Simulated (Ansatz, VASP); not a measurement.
## Two plane-wave programs on WC

The input POSCAR:

```
WC
1.0
   -2.9120947899      0.0000000000      0.0000000000
   -1.4560473949     -2.5219480663      0.0000000000
    0.0000000000      0.0000000000      8.2085998562
W C
3 3
Direct
    0.0000000000      0.0000000000      0.9501508412
    0.0000000000      0.0000000000      0.2591194834
    0.0000000000      0.0000000000      0.6046351623
    0.6666666667      0.6666666667      0.0863616439
    0.6666666667      0.6666666667      0.4318773228
    0.6666666667      0.6666666667      0.7773930017
```

INCAR.step1

```
  PREC = Accurate
  ENCUT = 520
  ISMEAR = 0
  SIGMA = 0.15
  LREAL = F
  LASPH = T
  NELM = 100
  NBANDS = 36
  GGA = PE
  ALGO = Normal
  EDIFF = 1E-4
  LWAVE = T
  LCHARG = F
```

File INCAR.step2:

```
  PREC = Accurate
  ENCUT = 520
  EDIFF = 1E-6
  ISMEAR = 0
  SIGMA = 0.15
  LREAL = F
  LASPH = T
  NELM = 100
  ALGO = Normal
  ISIF = 2
  LWAVE = F
  LCHARG = F
  METAGGA = R2SCAN
  LMIXTAU = T
  NBANDS = 36
  ISTART = 1
```

The input KPOINTS:

```
regular mesh
0
Gamma
  23 23 7
```

Input for Ansatz:

```yaml
crystal:
  lattice:
    - [-2.9120947899, 0.0, 0.0]
    - [-1.4560473949, -2.5219480663, 0.0]
    - [0.0, 0.0, 8.2085998562]
  atoms:
    - { symbol: W, position: [0.0, 0.0, 0.9501508412] }
    - { symbol: W, position: [0.0, 0.0, 0.2591194834] }
    - { symbol: W, position: [0.0, 0.0, 0.6046351623] }
    - { symbol: C, position: [0.6666666667, 0.6666666667, 0.0863616439] }
    - { symbol: C, position: [0.6666666667, 0.6666666667, 0.4318773228] }
    - { symbol: C, position: [0.6666666667, 0.6666666667, 0.7773930017] }
basis:
  ecutwfc: 500
kpoints:
  mp_grid: { grid: [23, 23, 7] }
hamiltonian:
  xc: r2scan
scf:
  occupations: { method: gaussian, width: 0.15 }
output:
  forces: true
  stress: true
  eigenvalues: true
```

Alike in both runs: task single point; functional r2SCAN; k mesh 23 × 23 × 7; occupations gaussian, width 0.15 eV; no spin polarisation.

|  | VASP | Ansatz |
| --- | --- | --- |
| version | VASP 6.6.1 | Ansatz 0.2.0 |
| potentials or method | VASP PAW PBE potentials, release 64 (W_sv, C), cutoff 520 eV | scalar-relativistic, plane waves, PAW |
| valence electrons in the cell | 54 | 54 |

Ansatz gave:

| Property | Result |
| --- | --- |
| gap on the k mesh at the Fermi level (eV) | none |
| pressure (GPa) | 23.4 |
| traceless stress, the component that is largest in VASP (GPa) | 23.67 |
| rms of the force components (eV/Å) | 2.485 |

What did VASP give for the same quantities?

gap on the k mesh at the Fermi level (eV): none; pressure (GPa): 25.8; traceless stress, the component that is largest in VASP (GPa): 24.11; rms of the force components (eV/Å): 2.515.

VASP's potentials were made for PBE, not for r2SCAN. Atom by atom the forces differ by 0.030 eV/Å (rms over components). A gap of «none» marks a metal or a gap that the smearing closes.

Neither program's run includes spin-orbit coupling.
